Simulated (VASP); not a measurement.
Input of a VASP 6.6.1 run:

File INCAR:

```
PREC = Accurate ; ENCUT = 520
EDIFF = 1E-6 ; ISMEAR = 0
SIGMA = 0.1 ; LREAL = F
LASPH = T ; NELM = 150
ALGO = Normal ; ISIF = 2
LWAVE = F ; LCHARG = F
ISPIN = 2 ; MAGMOM = 0 0 0 1 1 1 1
LORBIT = 11 ; GGA = PE
NBANDS = 27
```

KPOINTS

```
regular mesh
0
Gamma
  6 6 6
```

The input POSCAR:

```
Si3C4
1.0
    1.5485944859      0.8940814433      8.9870877873
   -1.5485944859      0.8940814433      8.9870877873
    0.0000000000     -1.7881628866      8.9870877873
Si C
3 4
Direct
    0.7745507884      0.7745507884      0.7745507884
    0.2254492116      0.2254492116      0.2254492116
    0.0000000000      0.0000000000      0.0000000000
    0.7033881579      0.7033881579      0.7033881579
    0.1223489928      0.1223489928      0.1223489928
    0.2966118421      0.2966118421      0.2966118421
    0.8776510072      0.8776510072      0.8776510072
```

Potentials or basis: VASP PAW PBE potentials, release 64 (Si, C).

Command:

```bash
$ cat potpaw_PBE.64/Si/POTCAR potpaw_PBE.64/C/POTCAR > POTCAR
$ mpirun -np 1 vasp_std > vasp.out
```

(1) What does it give for the largest force?

(2) Estimate the net moment.

(3) Estimate the pressure.

Results:

(1) 0.053 eV/Å.

(2) 0.00 μB per cell.

(3) 0.3 GPa.

Caveat: the k points lie up to 0.39 Å⁻¹ apart, too coarse for converged energies and pressures of a metal.
